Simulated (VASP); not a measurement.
Input of a VASP 6.6.1 run:

The input INCAR:

```
PREC = Accurate ; ENCUT = 600
EDIFF = 1E-6 ; ISMEAR = 0
SIGMA = 0.1 ; LREAL = False
LASPH = True ; NELM = 80
ALGO = Normal ; ISIF = 3
LWAVE = False ; LCHARG = False
GGA = PE ; IBRION = 2
NSW = 90 ; EDIFFG = -0.04
```

The input KPOINTS:

```
regular mesh
0
Gamma
  4 4 4
```

POSCAR

```
GeP5
1.0
    0.0000000000      3.8175785900      3.8175785900
    3.8175785900      0.0000000000      3.8175785900
    3.8175785900      3.8175785900      0.0000000000
Ge P
1 5
Direct
    0.0000000000      0.0000000000      0.0000000000
    0.7500000000      0.7500000000      0.7500000000
    0.3750000000      0.3750000000      0.8750000000
    0.3750000000      0.8750000000      0.3750000000
    0.8750000000      0.3750000000      0.3750000000
    0.3750000000      0.3750000000      0.3750000000
```

Potentials or basis: VASP PAW PBE potentials, release 64 (Ge_d, P).

Launch:

```console
$ cat potpaw_PBE.64/Ge_d/POTCAR potpaw_PBE.64/P/POTCAR > POTCAR
$ mpirun -np 1 vasp_std > vasp.out
```

**Question.** Estimate the relaxed volume.

**Answer.** 15.81 Å³/atom.

**Question.** Predict the relaxed cell.

**Answer.** a = 5.120 Å, b = 5.120 Å, c = 5.120 Å, α = 60.00°, β = 60.00°, γ = 60.00°.

Final structure:
```
CELL_PARAMETERS angstrom
0.00000 3.62011 3.62011
3.62011 0.00000 3.62011
3.62011 3.62011 0.00000
ATOMIC_POSITIONS crystal
Ge 0.00000 0.00000 0.00000
P 0.75000 0.75000 0.75000
P 0.37970 0.37970 0.86091
P 0.37970 0.86091 0.37970
P 0.86091 0.37970 0.37970
P 0.37970 0.37970 0.37970
```

Caveat: an odd number of electrons without spin polarisation forces a metal; a magnetic or distorted state may lie lower.
